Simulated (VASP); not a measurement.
# SiC (Moissanite 3C) (F-43m) in VASP: settings compared, part 3 of 3

VASP 6.6.1. Earlier steps stand in the parts before.

## Step 6: Single point, PBEsol

INCAR reads:

```
SYSTEM = SiC
PREC = Accurate
ENCUT = 600
EDIFF = 1E-6
ISMEAR = 0
SIGMA = 0.05
LREAL = .FALSE.
LASPH = .TRUE.
NELM = 120
ALGO = Normal
ISIF = 2
LWAVE = .FALSE.
LCHARG = .TRUE.
GGA = PS
LELF = .TRUE.
LVHAR = .TRUE.
NBANDS = 11
GGA_COMPAT = .FALSE.
```

KPOINTS reads:

```
regular mesh
0
G
  10 10 10
  0 0 0
```

POSCAR reads:

```
SiC
1.0
    0.0000000000      2.1790000000      2.1790000000
    2.1790000000      0.0000000000      2.1790000000
    2.1790000000      2.1790000000      0.0000000000
Si C
1 1
Direct
    0.0000000000      0.0000000000      0.0000000000
    0.7500000000      0.7500000000      0.7500000000
```

Potentials or basis: VASP PAW PBE potentials, release 64 (Si, C).

On the command line:

```sh
> cat potpaw_PBE.64/Si/POTCAR potpaw_PBE.64/C/POTCAR > POTCAR
> mpirun -np 1 vasp_std > vasp.out
```

OUTCAR:

```text
SYSTEM = SiC
   PREC = Accurate
   ENCUT = 600
   EDIFF = 1E-6
   ISMEAR = 0
   LREAL = .FALSE.
   LASPH = .TRUE.
   NELM = 120
   ISIF = 2
   GGA = PS

 ion  position               nearest neighbor table
   1  0.000  0.000  0.000-   2 1.89   2 1.89   2 1.89   2 1.89
   2  0.750  0.750  0.750-   1 1.89   1 1.89   1 1.89   1 1.89

  LATTYP: Found a face centered cubic cell.
 ALAT       =     4.3580000000

  Lattice vectors:

 A1 = (   0.0000000000,   2.1790000000,   2.1790000000)
 A2 = (   2.1790000000,   0.0000000000,   2.1790000000)
 A3 = (   2.1790000000,   2.1790000000,   0.0000000000)

Analysis of symmetry for initial positions (statically):
=====================================================================
 Subroutine PRICEL returns:
 Original cell was already a primitive cell.

 Routine SETGRP: Setting up the symmetry group for a
 face centered cubic supercell.

 Subroutine GETGRP returns: Found 24 space group operations
 (whereof 24 operations were pure point group operations)
 out of a pool of 48 trial point group operations.

The static configuration has the point symmetry T_d .

Analysis of symmetry for dynamics (positions and initial velocities):
=====================================================================
 Subroutine PRICEL returns:
 Original cell was already a primitive cell.

 Routine SETGRP: Setting up the symmetry group for a
 face centered cubic supercell.

 Subroutine GETGRP returns: Found 24 space group operations
 (whereof 24 operations were pure point group operations)
 out of a pool of 48 trial point group operations.

The dynamic configuration has the point symmetry T_d .

 Subroutine INISYM returns: Found 24 space group operations
 (whereof 24 operations are pure point group operations),
 and found     1 'primitive' translations

----------------------------------------------------------------------------------------

                                     Primitive cell

  volume of cell :      20.6920

  direct lattice vectors                    reciprocal lattice vectors
     0.000000000  2.179000000  2.179000000    -0.229463056  0.229463056  0.229463056
     2.179000000  0.000000000  2.179000000     0.229463056 -0.229463056  0.229463056
     2.179000000  2.179000000  0.000000000     0.229463056  0.229463056 -0.229463056

  length of vectors
     3.081571352  3.081571352  3.081571352     0.397441672  0.397441672  0.397441672

  position of ions in fractional coordinates (direct lattice)
     0.000000000  0.000000000  0.000000000
     0.750000000  0.750000000  0.750000000

  ion indices of the primitive-cell ions
   primitive index   ion index
                 1           1
                 2           2

----------------------------------------------------------------------------------------

 KPOINTS: regular mesh

Automatic generation of k-mesh.
 Grid dimensions read from file:
 generate k-points for:   10   10   10

 Generating k-lattice:

  Cartesian coordinates                     Fractional coordinates (reciprocal lattice)
    -0.022946306  0.022946306  0.022946306     0.100000000  0.000000000  0.000000000
     0.022946306 -0.022946306  0.022946306     0.000000000  0.100000000  0.000000000
     0.022946306  0.022946306 -0.022946306     0.000000000  0.000000000  0.100000000

  Length of vectors
     0.039744167  0.039744167  0.039744167

  Shift w.r.t. Gamma in fractional coordinates (k-lattice)
     0.000000000  0.000000000  0.000000000

 Subroutine IBZKPT returns following result:
 ===========================================

 Found     47 irreducible k-points:

 Following reciprocal coordinates:
            Coordinates               Weight
  0.000000  0.000000  0.000000      1.000000
  0.100000  0.000000  0.000000      8.000000
  0.200000  0.000000  0.000000      8.000000
  0.300000  0.000000  0.000000      8.000000
  0.400000  0.000000  0.000000      8.000000
  0.500000  0.000000  0.000000      4.000000
[... 16 lines left out ...]
  0.300000  0.300000  0.000000      6.000000
  0.400000  0.300000  0.000000     24.000000
 [... further k-points ...]
   k-points           NKPTS =     47   k-points in BZ     NKDIM =     47   number of bands    NBANDS=     11
   number of dos      NEDOS =    301   number of ions     NIONS =      2
   total plane-waves  NPLWV =  21952
   dimension x,y,z NGX =    28 NGY =   28 NGZ =   28
   dimension x,y,z NGXF=    56 NGYF=   56 NGZF=   56
   ions per type =               1   1
   NGX,Y,Z   is equivalent  to a cutoff of  15.11, 15.11, 15.11 a.u.
   NGXF,Y,Z  is equivalent  to a cutoff of  30.21, 30.21, 30.21 a.u.
 SYSTEM =  SiC
   PREC   = accura    normal or accurate (medium, high low for compatibility)
   ISTART =      0    job   : 0-new  1-cont  2-samecut
   ICHARG =      2    charge: 1-file 2-atom 10-const
   ISPIN  =      1    spin polarized calculation?
   LNONCOLLINEAR =      F non collinear calculations
   LSORBIT =      F    spin-orbit coupling
   LASPH  =      T    aspherical Exc in radial PAW
   ENCUT  =  600.0 eV  44.10 Ry    6.64 a.u.   6.15  6.15  6.15*2*pi/ulx,y,z
   NELM   =    120;   NELMIN=  2; NELMDL= -5     # of ELM steps
   EDIFF  = 0.1E-05   stopping-criterion for ELM
   LREAL  =      F    real-space projection
   EDIFFG = 0.1E-04   stopping-criterion for IOM
   NSW    =      0    number of steps for IOM
   IBRION =     -1    ionic relax: 0-MD 1-quasi-New 2-CG
   NFREE  =      0    steps in history (QN), initial steepest desc. (CG)
   ISIF   =      2    stress and relaxation
   ISYM   =      2    0-nonsym 1-usesym 2-fastsym
   POTIM  = 0.5000    time-step for ionic-motion
   TEBEG  =    0.0;   TEEND  =   0.0 temperature during run
   PSTRESS=    0.0 pullay stress
   NELECT =       8.0000    total number of electrons
   NUPDOWN=      -1.0000    fix difference up-down
   EMIN   =  10.00;   EMAX   =-10.00  energy-range for DOS
   EFERMI =   0.00;   METHOD = LEGACY
   ISMEAR =     0;   SIGMA  =   0.05  broadening in eV -4-tet -1-fermi 0-gaus
   EFERMI_NEDOS =   21; number of points for ismear=-14 and -15
   IALGO  =     38    algorithm
   IMIX   =      4    mixing-type and parameters
     AMIX     =   0.40;   BMIX     =  1.00
     AMIX_MAG =   1.60;   BMIX_MAG =  1.00
  volume/ion in A,a.u.               =      10.35        69.82
  Fermi-wavevector in a.u.,A,eV,Ry     =   1.192626  2.253736 19.352338  1.422357
  Thomas-Fermi vector in A             =   2.328660
   LORBIT       =      0    0 simple, 1 ext, 2 COOP (PROOUT), +10 PAW based schemes
   GGA     = PS    functional components
   LHFCALC =     F    Hartree Fock is set to
   AEXX    =    0.0000 exact exchange contribution
   IVDW    =     0    specifies the selected vdW correction
   LEPSILON=     F    determine dielectric tensor
   LRPA    =     F    only Hartree local field effects (RPA)
 non-spin polarized calculation
 Gauss-broadening in eV      SIGMA  =   0.05
  energy-cutoff  :      600.00
  volume of cell :       20.69
 maximum number of plane-waves:       701
 NGX is ok and might be reduce to    28
   NGX = 13   NGY = 13   NGZ = 13

 number of electron       8.0000000 magnetization

 Free energy of the ion-electron system (eV)
  ---------------------------------------------------
  ext. energy  EPLUGINS =         0.00000000
  ---------------------------------------------------
  free energy    TOTEN  =       -15.91610820 eV

  energy without entropy =      -15.91610820  energy(sigma->0) =      -15.91610820

 E-fermi :   8.3033     XC(G=0): -11.5049

 val. band max:        8.0559215551   @ k =   0.0000   0.0000   0.0000
 cond. band min:       9.2901168443   @ k =   0.5000   0.5000   0.0000
 fundamental gap:      1.2341952893
 Fermi energy:         8.3032668584

 k-point     1 :       0.0000    0.0000    0.0000
  band No.  band energies     occupation
      1      -7.3681      2.00000
      2       8.0559      2.00000
      3       8.0559      2.00000
      4       8.0559      2.00000
      5      14.2427      0.00000
      6      15.2990      0.00000
      7      15.2990      0.00000
      8      15.2990      0.00000
      9      22.5130      0.00000
     10      22.5130      0.00000
     11      24.3189      0.00000
[... 309 lines left out ...]
 k-point    24 :       0.4000    0.3000    0.0000
  band No.  band energies     occupation
      1      -4.2085      2.00000
      2       2.4698      2.00000
      3       4.8720      2.00000
      4       5.4098      2.00000
      5      10.8127      0.00000
      6      13.5681      0.00000
      7      19.6090      0.00000
      8      19.9187      0.00000
      9      21.7329      0.00000
     10      26.0702      0.00000
     11      29.2246      0.00000

 [... further k-points ...]
[... 5 lines left out ...]
  --------------------------------------------------------------------------------------
  -------------------------------------------------------------------------------------
  Total        0.0056073      0.0056073      0.0056073      0.0000000     -0.0000000      0.0000000
  in kB        0.4341726      0.4341726      0.4341726      0.0000000     -0.0000000      0.0000000
  external PRESSURE =       0.4341726 kB  Pullay stress =       0.0000000 kB

 VOLUME and BASIS-vectors are now :
 -----------------------------------------------------------------------------
  energy-cutoff  :      600.00
  volume of cell :       20.69
      direct lattice vectors                 reciprocal lattice vectors
     0.000000000  2.179000000  2.179000000    -0.229463056  0.229463056  0.229463056
     2.179000000  0.000000000  2.179000000     0.229463056 -0.229463056  0.229463056
     2.179000000  2.179000000  0.000000000     0.229463056  0.229463056 -0.229463056

 POSITION                                       TOTAL-FORCE (eV/Angst)
 -----------------------------------------------------------------------------------
      0.00000      0.00000      0.00000        -0.000000     -0.000000     -0.000000
      3.26850      3.26850      3.26850         0.000000      0.000000      0.000000
 -----------------------------------------------------------------------------------
    total drift:                                0.000000      0.000000      0.000000

  FREE ENERGIE OF THE ION-ELECTRON SYSTEM (eV)
  ---------------------------------------------------
  free  energy   TOTEN  =       -15.9161081996 eV

  energy  without entropy=      -15.9161081996  energy(sigma->0) =      -15.91610820
```

stdout:

```text
POSCAR found type information on POSCAR SiC
 POSCAR found :  2 types and       2 ions
 scaLAPACK will be used
 -----------------------------------------------------------------------------
|                                                                             |
|                                                                             |
|     You enforced a specific xc type in the INCAR file but a different       |
|     I HOPE YOU KNOW WHAT YOU ARE DOING!                                     |
|                                                                             |
 -----------------------------------------------------------------------------

 LDA part: xc-table for (Slater+PW92), standard interpolation
 POSCAR, INCAR and KPOINTS ok, starting setup
 FFT: planning ... GRIDC
 FFT: planning ... GRID_SOFT
 FFT: planning ... GRID
 WAVECAR not read
 entering main loop
```

It took 12 s on 1 thread of Intel Xeon Platinum 8559C (Emerald Rapids), shared host; peak memory 0.15 GiB.

Results:

- Free energy: -15.9161 eV
- Pressure: 0.0 GPa
- Band gap on the k mesh: 1.23 eV, indirect (least direct gap 4.44 eV)

Caveat: the PAW data sets were made with another functional, which shifts forces and pressure a little.

## Step 7: Overview

| level | potentials or basis | cell | k mesh | smearing | gap on the mesh (eV) | pressure (GPa) |
| --- | --- | --- | --- | --- | --- | --- |
| LDA | VASP PAW LDA potentials, release 64 (Si, C) | a = 3.082 Å, angles 60.0°, 2 atoms | 9 × 9 × 9 | methfessel-paxton 0.005 eV | 1.45 | -4.2 |
| PBE | VASP PAW PBE potentials, release 64 (Si, C) | a = 3.082 Å, angles 60.0°, 2 atoms | 10 × 10 × 10 | gaussian 0.011 eV | 1.36 | 3.1 |
| PBE | VASP PAW PBE potentials, release 64 (Si, C) | a = 3.082 Å, angles 60.0°, 2 atoms | 10 × 10 × 10 | gaussian 0.025 eV | 1.36 | 3.1 |
| revPBE+D3(BJ) | VASP PAW PBE potentials, release 64 (Si, C) | a = 3.064 Å, angles 60.0°, 2 atoms | 10 × 10 × 10 | fermi-dirac 0.05 eV | 1.34 | -0.5 |
| PBEsol | VASP PAW PBE potentials, release 64 (Si, C) | a = 3.082 Å, angles 60.0°, 2 atoms | 10 × 10 × 10 | gaussian 0.05 eV | 1.23 | 0.0 |

Alike in all rows: task single point; no spin polarisation; cutoff (eV) 600.

Caveats: the PAW data sets were made with another functional, which shifts forces and pressure a little (some runs).

Total energies depend on the potentials used, so only differences within one code and one set of settings carry meaning.

## Step 8: Against experiment

Step 5. A measured gap of SiC is 2.4 eV (indirect; quoted in “Insight into the structural, elastic and electronic properties of a new orthorhombic 6O-SiC polytype”, 2020, pmc:7200658); the calculated 1.34 eV misses it by -1.06 eV. The value is that of revPBE+D3(BJ) on a finite k mesh, which can miss the band edges, without temperature or zero-point motion. Semilocal functionals fall short of measured gaps as a rule.

Step 6. A measured gap of SiC is 2.4 eV (indirect; quoted in “Insight into the structural, elastic and electronic properties of a new orthorhombic 6O-SiC polytype”, 2020, pmc:7200658); the calculated 1.23 eV misses it by -1.17 eV. The value is that of PBEsol on a finite k mesh, which can miss the band edges, without temperature or zero-point motion. Semilocal functionals fall short of measured gaps as a rule.
